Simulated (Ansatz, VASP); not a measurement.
**NiO: VASP beside Ansatz**

```
CELL_PARAMETERS angstrom
0.00000 2.14983 2.14983
2.14983 0.00000 2.14983
2.14983 2.14983 0.00000
ATOMIC_POSITIONS crystal
Ni 0.00000 0.00000 0.00000
O 0.50000 0.50000 0.50000
```

Change from the starting cell: volume scaled by 1.06, PAW files.

Alike in both runs: task electric field gradients; functional PBE; k mesh 16 × 16 × 16; occupations fermi-dirac, width 0.03 eV; collinear spin.

|  | VASP | Ansatz |
| --- | --- | --- |
| version | VASP 6.6.1 | Ansatz 0.2.0 |
| potentials or method | VASP PAW PBE potentials, release 64 (Ni, O) | PAW with Ansatz's default frozen-core files, scalar-relativistic |
| plane-wave cutoff (eV) | 520 | 420 |
| valence electrons in the cell | 16 | 24 |

VASP gave:

* pressure (GPa): -9.1
* net moment per atom (μB): 0.95
* size of the moment on the site where the two differ most (μB): 0.30

Q: Which values does Ansatz return?

A: Pressure (GPa): -8.8; net moment per atom (μB): 0.96; size of the moment on the site where the two differ most (μB): 0.32.

Site moments also hang on the region over which each program counts them. VASP's potentials hold 16 valence electrons a cell and Ansatz's 24, so a difference there can come from the potentials and not from the codes.
